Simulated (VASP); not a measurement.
Here is a VASP 6.6.1 calculation.

The input INCAR:

```
PREC = Accurate
ENCUT = 520
EDIFF = 1E-6
ISMEAR = 0
SIGMA = 0.1
LREAL = False
LASPH = True
NELM = 150
ALGO = Normal
ISIF = 2
LWAVE = False
LCHARG = False
ISPIN = 2
MAGMOM = 0 0 0 0 0 1
LORBIT = 11
LMAXMIX = 4
GGA = PE
NBANDS = 38
```

File KPOINTS:

```
regular mesh
0
Gamma
  6 6 2
```

The input POSCAR:

```
Al3Ge2Ru
1.0
    3.2264993410      0.0000000000      0.0000000000
    0.0000000000      3.2264993410      0.0000000000
    0.0000000000      0.0000000000      9.1142906229
Al Ge Ru
3 2 1
Direct
    0.5000000000      0.5000000000      0.1461660532
    0.5000000000      0.5000000000      0.5000000000
    0.5000000000      0.5000000000      0.8538339468
    0.0000000000      0.0000000000      0.3200801965
    0.0000000000      0.0000000000      0.6799198035
    0.0000000000      0.0000000000      0.0000000000
```

Potentials or basis: VASP PAW PBE potentials, release 64 (Al, Ge_d, Ru_pv).

Command:

```console
$ cat potpaw_PBE.64/Al/POTCAR potpaw_PBE.64/Ge_d/POTCAR potpaw_PBE.64/Ru_pv/POTCAR > POTCAR
$ mpirun -np 1 vasp_std > vasp.out
```

Problem. Predict the pressure.

Solution. 0.1 GPa.

Problem. Estimate the net moment.

Solution. 0.00 μB per cell.

Forces in eV/Å, atoms in the order of the input:
```
Al   0.000  0.000  0.029
Al   0.000  0.000  0.000
Al   0.000  0.000 -0.029
Ge   0.000  0.000 -0.016
Ge   0.000  0.000  0.016
Ru   0.000  0.000  0.000
```
